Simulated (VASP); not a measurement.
A run of VASP 6.6.1 is set up as follows.

INCAR

```
PREC = Accurate ; ENCUT = 600
EDIFF = 1E-7 ; ISMEAR = 0
SIGMA = 0.02 ; LREAL = False
LASPH = True ; NELM = 120
ALGO = Normal ; ISIF = 3
LWAVE = False ; LCHARG = False
GGA = PS ; IBRION = 2
NSW = 100 ; EDIFFG = -0.005
GGA_COMPAT = False ; NELMIN = 4
```

The input KPOINTS:

```
Automatic mesh
0
Gamma
  12 12 12
```

File POSCAR:

```
BN
1.0
    0.0000000000      1.8130010000      1.8130010000
    1.8130010000      0.0000000000      1.8130010000
    1.8130010000      1.8130010000      0.0000000000
B N
1 1
Direct
    0.0000000000      0.0000000000      0.0000000000
    0.7500000000      0.7500000000      0.7500000000
```

Potentials or basis: VASP PAW PBE potentials, release 64 (B, N).

Launch:

```bash
$ cat potpaw_PBE.64/B/POTCAR potpaw_PBE.64/N/POTCAR > POTCAR
$ mpirun -np 1 vasp_std > vasp.out
```

What does it give for the space group after relaxing (to 0.05 Å)?

F-43m (No. 216).

Predict the band gap on the k mesh.

4.28 eV, indirect (least direct gap 8.79 eV).

What does it give for the relaxed volume?

5.86 Å³/atom.

Estimate the relaxed cell.

a = 2.550 Å, b = 2.550 Å, c = 2.550 Å, α = 60.00°, β = 60.00°, γ = 60.00°.

Step by step:
```csv
step,energy change (eV),largest force (eV/Å),pressure (GPa),volume (Å³)
1,0.0000,0.0000,-6.03,11.92
2,0.0003,0.0000,6.62,11.54
3,-0.0036,0.0000,-0.01,11.73
```

Caveat: the PAW data sets were made with another functional, which shifts forces and pressure a little. A k mesh can miss the band edges.
